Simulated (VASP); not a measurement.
# CrO2 (P-42_1m) in VASP: single point with PBEsol+U

Aim: the single point of CrO2 with PBEsol+U.

Everything below comes from runs of VASP 6.6.1. Logs are shortened: lines on timing, memory, paths and dates and some standing lists are left out, and cuts for length are marked.

**1. The cell of the first run**

Symmetry: P-42_1m, No. 113, tetragonal system. Conventional cell: a = 4.471 Å, b = 4.471 Å, c = 2.995 Å, α = 90.00°, β = 90.00°, γ = 90.00°. Cr (site symmetry 2mm) has 6 O at 1.89 to 1.99 Å within 2.5 Å. O (site symmetry m) has 3 Cr at 1.89 to 1.99 Å and 1 O at 2.55 Å within 2.6 Å.

**2. Single point, PBEsol+U, collinear spin, ferromagnetic start**

The input, INCAR:

```
SYSTEM = CrO2
PREC = Accurate ; ENCUT = 600
EDIFF = 1E-6 ; ISMEAR = -1
SIGMA = 0.05 ; LREAL = .FALSE.
LASPH = .TRUE. ; NELM = 200
ALGO = Normal ; ISIF = 2
LWAVE = .FALSE. ; LCHARG = .TRUE.
ISPIN = 2 ; MAGMOM = 2.1 2.1 0 0 0 0
LORBIT = 11 ; LMAXMIX = 4
LDAU = .TRUE. ; LDAUTYPE = 1
LDAUL = 2 -1 ; LDAUU = 4.9 0
LDAUJ = 0.9 0 ; LDAUPRINT = 1
GGA = PS ; LELF = .TRUE.
LVHAR = .TRUE. ; NBANDS = 37
GGA_COMPAT = .FALSE.
```

The input, KPOINTS:

```
Automatic mesh
0
G
  6 6 9
  0 0 0
```

The input, POSCAR:

```
CrO2
1.0
    4.4713430000      0.0000000000      0.0000000000
    0.0000000000      4.4713430000      0.0000000000
    0.0000000000      0.0000000000      2.9951760000
Cr O
2 4
Direct
    0.0000000000      0.5000000000      0.2384510000
    0.5000000000      0.0000000000      0.7615490000
    0.7017070000      0.2017070000      0.2536240000
    0.2017070000      0.2982930000      0.7463760000
    0.2982930000      0.7982930000      0.2536240000
    0.7982930000      0.7017070000      0.7463760000
```

Potentials or basis: VASP PAW PBE potentials, release 64 (Cr_pv, O).

Started as:

```sh
$ cat potpaw_PBE.64/Cr_pv/POTCAR potpaw_PBE.64/O/POTCAR > POTCAR
$ mpirun -np 1 vasp_std > vasp.out
```

OUTCAR:

```text
SYSTEM = CrO2
   PREC = Accurate
   ENCUT = 600
   EDIFF = 1E-6
   ISMEAR = -1
   LREAL = .FALSE.
   LASPH = .TRUE.
   NELM = 200
   ISIF = 2
   ISPIN = 2
   LORBIT = 11
   GGA = PS

 ion  position               nearest neighbor table
   1  0.000  0.500  0.238-   3 1.89   5 1.89   4 1.95   6 1.95   4 1.99   6 1.99
   2  0.500  0.000  0.762-   4 1.89   6 1.89   5 1.95   3 1.95   3 1.99   5 1.99
   3  0.702  0.202  0.254-   1 1.89   2 1.95   2 1.99
   4  0.202  0.298  0.746-   2 1.89   1 1.95   1 1.99
   5  0.298  0.798  0.254-   1 1.89   2 1.95   2 1.99
   6  0.798  0.702  0.746-   2 1.89   1 1.95   1 1.99

  LATTYP: Found a simple tetragonal cell.
 ALAT       =     4.4713430000
 C/A-ratio  =     0.6698604871

  Lattice vectors:

 A1 = (   4.4713430000,   0.0000000000,   0.0000000000)
 A2 = (   0.0000000000,   4.4713430000,   0.0000000000)
 A3 = (   0.0000000000,   0.0000000000,   2.9951760000)

Analysis of symmetry for initial positions (statically):
=====================================================================
 Subroutine PRICEL returns:
 Original cell was already a primitive cell.

 Routine SETGRP: Setting up the symmetry group for a
 simple tetragonal supercell.

 Subroutine GETGRP returns: Found  8 space group operations
 (whereof  4 operations were pure point group operations)
 out of a pool of 16 trial point group operations.

The static configuration has the point symmetry S_4 .
 The point group associated with its full space group is D_2d.

Analysis of symmetry for dynamics (positions and initial velocities):
=====================================================================
 Subroutine PRICEL returns:
 Original cell was already a primitive cell.

 Routine SETGRP: Setting up the symmetry group for a
 simple tetragonal supercell.

 Subroutine GETGRP returns: Found  8 space group operations
 (whereof  4 operations were pure point group operations)
 out of a pool of 16 trial point group operations.

The dynamic configuration has the point symmetry S_4 .
 The point group associated with its full space group is D_2d.

Analysis of structural, dynamic, and magnetic symmetry:
=====================================================================
 Subroutine PRICEL returns:
 Original cell was already a primitive cell.

 Routine SETGRP: Setting up the symmetry group for a
 simple tetragonal supercell.

 Subroutine GETGRP returns: Found  8 space group operations
 (whereof  4 operations were pure point group operations)
 out of a pool of 16 trial point group operations.

The overall configuration has the point symmetry S_4 .
 The point group associated with its full space group is D_2d.

 Subroutine INISYM returns: Found  8 space group operations
 (whereof  4 operations are pure point group operations),
 and found     1 'primitive' translations

----------------------------------------------------------------------------------------

                                     Primitive cell

  volume of cell :      59.8823

  direct lattice vectors                    reciprocal lattice vectors
     4.471343000  0.000000000  0.000000000     0.223646453  0.000000000  0.000000000
     0.000000000  4.471343000  0.000000000     0.000000000  0.223646453  0.000000000
     0.000000000  0.000000000  2.995176000     0.000000000  0.000000000  0.333870197

  length of vectors
[... 156 lines left out ...]
  o =  0.0972  v =  0.0000  0.0000  0.0000  0.0000  0.0000  0.0000  0.0000  0.0000 -0.0000 -1.0000      0.0000  0.0000  0.0000  0.0000  0.0000  0.0000  0.0000  0.0000  0.0000  0.0000
  o =  0.2796  v =  0.0000  0.0000  0.0000  0.0000  0.0000  0.0000  0.7071 -0.0000 -0.7071  0.0000      0.0000  0.0000  0.0000  0.0000  0.0000  0.0000  0.0000  0.0000  0.0000  0.0000
  o =  0.3137  v =  0.0000  0.0000  0.0000  0.0000  0.0000 -0.8442  0.0000  0.5361 -0.0000 -0.0000      0.0000  0.0000  0.0000  0.0000  0.0000  0.0000  0.0000  0.0000  0.0000  0.0000
  o =  0.3493  v =  0.0000 -0.7071 -0.0000  0.7071  0.0000  0.0000  0.0000  0.0000  0.0000  0.0000      0.0000  0.0000  0.0000  0.0000  0.0000  0.0000  0.0000  0.0000  0.0000  0.0000
  o =  0.4088  v = -0.8054 -0.0000  0.5928  0.0000  0.0000  0.0000  0.0000  0.0000  0.0000  0.0000      0.0000  0.0000  0.0000  0.0000  0.0000  0.0000  0.0000  0.0000  0.0000  0.0000
  o =  0.5360  v =  0.0000  0.0000 -0.0000 -0.0000  1.0000  0.0000  0.0000  0.0000  0.0000  0.0000      0.0000  0.0000  0.0000  0.0000  0.0000  0.0000  0.0000  0.0000  0.0000  0.0000
  o =  0.8981  v = -0.0000 -0.7071 -0.0000 -0.7071  0.0000  0.0000  0.0000  0.0000  0.0000  0.0000      0.0000  0.0000  0.0000  0.0000  0.0000  0.0000  0.0000  0.0000  0.0000  0.0000
  o =  0.9549  v = -0.5928  0.0000 -0.8054  0.0000  0.0000  0.0000  0.0000  0.0000  0.0000  0.0000      0.0000  0.0000  0.0000  0.0000  0.0000  0.0000  0.0000  0.0000  0.0000  0.0000

atom =   2  type =  1  l = 2

 onsite density matrix

spin component  1

  0.6007  0.0000 -0.2607  0.0000  0.0000
  0.0000  0.6237 -0.0000 -0.2744 -0.0000
 -0.2607 -0.0000  0.7630 -0.0000 -0.0000
  0.0000 -0.2744 -0.0000  0.6237  0.0000
  0.0000 -0.0000 -0.0000  0.0000  0.5360

spin component  2

  0.2372 -0.0000  0.1204 -0.0000  0.0000
 -0.0000  0.1748  0.0000  0.1047  0.0000
  0.1204  0.0000  0.1241  0.0000  0.0000
 -0.0000  0.1047  0.0000  0.1748 -0.0000
  0.0000  0.0000  0.0000 -0.0000  0.0972

 occupancies and eigenvectors

  o =  0.0476  v =  0.0000  0.0000  0.0000  0.0000  0.0000  0.5361  0.0000 -0.8442  0.0000  0.0000      0.0000  0.0000  0.0000  0.0000  0.0000  0.0000  0.0000  0.0000  0.0000  0.0000
  o =  0.0701  v =  0.0000  0.0000  0.0000  0.0000  0.0000  0.0000 -0.7071  0.0000  0.7071  0.0000      0.0000  0.0000  0.0000  0.0000  0.0000  0.0000  0.0000  0.0000  0.0000  0.0000
  o =  0.0972  v =  0.0000  0.0000  0.0000  0.0000  0.0000  0.0000  0.0000 -0.0000  0.0000 -1.0000      0.0000  0.0000  0.0000  0.0000  0.0000  0.0000  0.0000  0.0000  0.0000  0.0000
  o =  0.2796  v =  0.0000  0.0000  0.0000  0.0000  0.0000  0.0000 -0.7071 -0.0000 -0.7071  0.0000      0.0000  0.0000  0.0000  0.0000  0.0000  0.0000  0.0000  0.0000  0.0000  0.0000
  o =  0.3137  v =  0.0000  0.0000  0.0000  0.0000  0.0000 -0.8442  0.0000 -0.5361  0.0000 -0.0000      0.0000  0.0000  0.0000  0.0000  0.0000  0.0000  0.0000  0.0000  0.0000  0.0000
  o =  0.3493  v =  0.0000 -0.7071 -0.0000 -0.7071  0.0000  0.0000  0.0000  0.0000  0.0000  0.0000      0.0000  0.0000  0.0000  0.0000  0.0000  0.0000  0.0000  0.0000  0.0000  0.0000
  o =  0.4088  v = -0.8054  0.0000 -0.5928  0.0000  0.0000  0.0000  0.0000  0.0000  0.0000  0.0000      0.0000  0.0000  0.0000  0.0000  0.0000  0.0000  0.0000  0.0000  0.0000  0.0000
  o =  0.5360  v =  0.0000  0.0000  0.0000  0.0000  1.0000  0.0000  0.0000  0.0000  0.0000  0.0000      0.0000  0.0000  0.0000  0.0000  0.0000  0.0000  0.0000  0.0000  0.0000  0.0000
  o =  0.8981  v =  0.0000 -0.7071  0.0000  0.7071  0.0000  0.0000  0.0000  0.0000  0.0000  0.0000      0.0000  0.0000  0.0000  0.0000  0.0000  0.0000  0.0000  0.0000  0.0000  0.0000
  o =  0.9549  v = -0.5928  0.0000  0.8054 -0.0000  0.0000  0.0000  0.0000  0.0000  0.0000  0.0000      0.0000  0.0000  0.0000  0.0000  0.0000  0.0000  0.0000  0.0000  0.0000  0.0000

 number of electron      48.0000025 magnetization       3.9999614

 Free energy of the ion-electron system (eV)
  ---------------------------------------------------
  ext. energy  EPLUGINS =         0.00000000
  ---------------------------------------------------
  free energy    TOTEN  =       -46.74523532 eV

  energy without entropy =      -46.73763423  energy(sigma->0) =      -46.74143477

 E-fermi :   4.5422     XC(G=0): -11.9187

 val. band max:        4.5084561468   @ k =   0.1667   0.0000   0.3333
 cond. band min:       4.5486075193   @ k =   0.3333   0.0000   0.0000
 fundamental gap:      0.0401513725
 Fermi energy:         4.5421874819

 spin component 1

 k-point     1 :       0.0000    0.0000    0.0000
  band No.  band energies     occupation
      1     -40.0462      1.00000
      2     -40.0462      1.00000
      3     -39.9902      1.00000
      4     -39.9902      1.00000
      5     -39.8159      1.00000
      6     -39.8040      1.00000
[... 1865 lines left out ...]
     35      15.5415      0.00000
     36      15.5415      0.00000

 [... further k-points ...]

 [bands above 36 left out]

------------------------ aborting loop because EDIFF is reached ----------------------------------------

  FORCE on cell =-STRESS in cart. coord.  units (eV):
  Direction    XX          YY          ZZ          XY          YZ          ZX
  --------------------------------------------------------------------------------------
  -------------------------------------------------------------------------------------
  Total       -2.7087434     -2.7087434     -3.3477697      0.0000000      0.0000000      0.0000000
  in kB      -72.4736503    -72.4736503    -89.5710858      0.0000000      0.0000000      0.0000000
  external PRESSURE =     -78.1727954 kB  Pullay stress =       0.0000000 kB

 VOLUME and BASIS-vectors are now :
 -----------------------------------------------------------------------------
  energy-cutoff  :      600.00
  volume of cell :       59.88
      direct lattice vectors                 reciprocal lattice vectors
     4.471343000  0.000000000  0.000000000     0.223646453  0.000000000  0.000000000
     0.000000000  4.471343000  0.000000000     0.000000000  0.223646453  0.000000000
     0.000000000  0.000000000  2.995176000     0.000000000  0.000000000  0.333870197

 POSITION                                       TOTAL-FORCE (eV/Angst)
 -----------------------------------------------------------------------------------
      0.00000      2.23567      0.71420         0.000000      0.000000      0.311821
      2.23567      0.00000      2.28097        -0.000000      0.000000     -0.311821
      3.13757      0.90190      0.75965        -0.281959     -0.281959     -0.032277
      0.90190      1.33377      2.23553        -0.281959      0.281959      0.032277
      1.33377      3.56944      0.75965         0.281959      0.281959     -0.032277
      3.56944      3.13757      2.23553         0.281959     -0.281959      0.032277
 -----------------------------------------------------------------------------------
    total drift:                               -0.000000     -0.000000     -0.000000

  FREE ENERGIE OF THE ION-ELECTRON SYSTEM (eV)
  ---------------------------------------------------
  free  energy   TOTEN  =       -46.7452353158 eV

  energy  without entropy=      -46.7376342267  energy(sigma->0) =      -46.74143477

 total charge

# of ion       s       p       d       tot
------------------------------------------
    1        0.349   6.437   3.921  10.707
    2        0.349   6.437   3.921  10.707
    3        1.561   3.434   0.000   4.994
    4        1.561   3.434   0.000   4.994
    5        1.561   3.434   0.000   4.994
    6        1.561   3.434   0.000   4.994
--------------------------------------------------
tot          6.940  26.610   7.841  41.391

 magnetization (x)

# of ion       s       p       d       tot
------------------------------------------
    1        0.023   0.034   2.335   2.392
    2        0.023   0.034   2.335   2.392
    3       -0.005  -0.192   0.000  -0.197
    4       -0.005  -0.192   0.000  -0.197
    5       -0.005  -0.192   0.000  -0.197
    6       -0.005  -0.192   0.000  -0.197
--------------------------------------------------
tot          0.025  -0.700   4.670   3.996
```

Run time: 3.6 min. Hardware: 1 thread of Intel Xeon Platinum 8259CL at 2.50GHz (Skylake/Cascade Lake), shared host; peak memory 0.32 GiB.

Results:

| Item | Value |
| --- | --- |
| Free energy | -46.7452 eV |
| Pressure | -7.8 GPa |
| Largest force | 0.400 eV/Å |
| Band gap on the k mesh | zero (filled and empty bands overlap) |
| Net moment | 4.00 μB per cell |
| Site moments | Cr +2.39; O -0.20 μB |
| Valence electrons inside the program's atomic spheres | Cr 10.71; O 4.99 |

Forces on the atoms (eV/Å):
```
Cr   0.000  0.000  0.312
Cr   0.000  0.000 -0.312
O   -0.282 -0.282 -0.032
O   -0.282  0.282  0.032
O    0.282  0.282 -0.032
O    0.282 -0.282  0.032
```

Levels at points of the mesh, in eV from the Fermi level:
Spin up:
```
           k point  band 24  band 25  band 26  band 27  band 28  band 29
(0.00, 0.00, 0.00)    -0.94    -0.44    -0.44     0.14     1.22     1.72
(0.50, 0.00, 0.00)    -0.84    -0.66    -0.66     0.42     0.42     3.89
(0.50, 0.50, 0.00)    -1.84    -1.47    -1.47     1.14     1.14     3.19
```
Spin down:
| k point | band 18 | band 19 | band 20 | band 21 | band 22 | band 23 | band 24 | band 25 | band 26 | band 27 |
| --- | --- | --- | --- | --- | --- | --- | --- | --- | --- | --- |
| (0.00, 0.00, 0.00) | -2.89 | -1.13 | -0.90 | -0.90 | -0.49 | 2.67 | 2.87 | 2.94 | 3.33 | 3.33 |
| (0.50, 0.00, 0.00) | -3.51 | -2.17 | -2.17 | -1.22 | -1.22 | 3.41 | 3.41 | 3.62 | 3.62 | 4.24 |
| (0.50, 0.50, 0.00) | -2.37 | -1.98 | -1.98 | -1.76 | -1.76 | 2.75 | 2.75 | 3.35 | 3.35 | 3.76 |

Eigenvalues of the final occupation matrices:
```
    site  spin  trace               eigenvalues
site 1 d     1   3.15  0.35 0.41 0.54 0.90 0.95
site 1 d     2   0.81  0.05 0.07 0.10 0.28 0.31
site 2 d     1   3.15  0.35 0.41 0.54 0.90 0.95
site 2 d     2   0.81  0.05 0.07 0.10 0.28 0.31
```

Caveat: the cell stands under tension; the PAW data sets were made with another functional, which shifts forces and pressure a little; only a ferromagnetic start was run, and an antiferromagnetic order may lie lower in energy. The state reached can hang on the start; a lower one may exist.
